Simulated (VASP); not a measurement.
Runs of VASP 6.6.1 on Zr3MoC. The structure is that of space group Pm-3m (No. 221), or close to it. The cells are those of the table. 

| task | cell | k mesh | cutoff (eV) | k mesh for the DOS | occupations for the DOS | gap on the mesh (eV) | pressure (GPa) |
| --- | --- | --- | --- | --- | --- | --- | --- |
| single point | a = 4.908 Å, 5 atoms | 4 × 4 × 4 | 520 | - | - | none | (a) |
| single point | a = 4.943 Å, 5 atoms | 8 × 8 × 8 | 520 | - | - | none | 0.2 |
| relaxation of cell and atoms | relaxed from a = 4.908 Å, 5 atoms | 8 × 8 × 8 | 600 | - | - | none | 0.0 |
| single point | a = 4.340 Å, 5 atoms | 4 × 4 × 4 | 520 | - | - | none | 64.5 |

Alike in all rows: level PBE; potentials or basis VASP PAW PBE potentials, release 64 (Zr_sv, Mo_sv, C); no spin polarisation; smearing gaussian 0.1 eV.

Fill in the values left out.

(a) 0.3.

Caveats: some runs use coarse meshes.

A k mesh can miss the band edges, and the runs leave out spin-orbit coupling on Mo, Zr.

A gap of «none» marks levels without a gap at the run's occupations.
